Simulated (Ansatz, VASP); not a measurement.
# Two plane-wave programs on Sn

The input POSCAR:

```
Sn
1.0
    0.0000000000      3.3489057849      3.3489057849
    3.3489057849      0.0000000000      3.3489057849
    3.3489057849      3.3489057849      0.0000000000
Sn
2
Direct
    0.0000000000      0.0000000000      0.0000000000
    0.2500000000      0.2500000000      0.2500000000
```

File INCAR.step1:

```
SYSTEM = Sn
  PREC = Accurate
  ENCUT = 520
  ISMEAR = -1
  SIGMA = 0.02
  LREAL = .False.
  LASPH = .True.
  NELM = 60
  NBANDS = 21
  GGA = PE
  ALGO = Normal
  EDIFF = 1E-4
  LWAVE = .True.
  LCHARG = .False.
```

The input INCAR.step2:

```
SYSTEM = Sn
  PREC = Accurate
  ENCUT = 520
  EDIFF = 1E-6
  ISMEAR = -1
  SIGMA = 0.02
  LREAL = .False.
  LASPH = .True.
  NELM = 60
  ALGO = Normal
  ISIF = 2
  LWAVE = .False.
  LCHARG = .False.
  METAGGA = R2SCAN
  LMIXTAU = .True.
  NBANDS = 21
  ISTART = 1
```

The input KPOINTS:

```
regular mesh
0
Gamma
  6 6 6
  0 0 0
```

Input for Ansatz:

```yaml
crystal:
  lattice:
    - [0.0, 3.3489057849, 3.3489057849]
    - [3.3489057849, 0.0, 3.3489057849]
    - [3.3489057849, 3.3489057849, 0.0]
  atoms:
    - { symbol: Sn, position: [0.0, 0.0, 0.0] }
    - { symbol: Sn, position: [0.25, 0.25, 0.25] }
kpoints:
  mp_grid: { grid: [6, 6, 6] }
hamiltonian:
  xc: r2scan
scf:
  occupations: { method: fermi_dirac, width: 0.02 }
  n_extra_bands: 4
output:
  forces: true
  stress: true
  eigenvalues: true
```

Alike in both runs: task single point; functional r2SCAN; k mesh 6 × 6 × 6; occupations fermi-dirac, width 0.02 eV; no spin polarisation.

```csv
,VASP,Ansatz
version,VASP 6.6.1,Ansatz 0.2.0
potentials or method,"VASP PAW PBE potentials, release 64 (Sn_d)","plane waves, PAW"
plane-wave cutoff (eV),520,500
valence electrons in the cell,28,28
```

VASP gave:

```
pressure (GPa) : -2.2
```

**Question.** What did Ansatz give for the same quantities?

**Answer.** Pressure (GPa): -2.1.

VASP's potentials were made for PBE, not for r2SCAN. With one functional, cell and mesh, what is left measures potentials, basis and numerics.
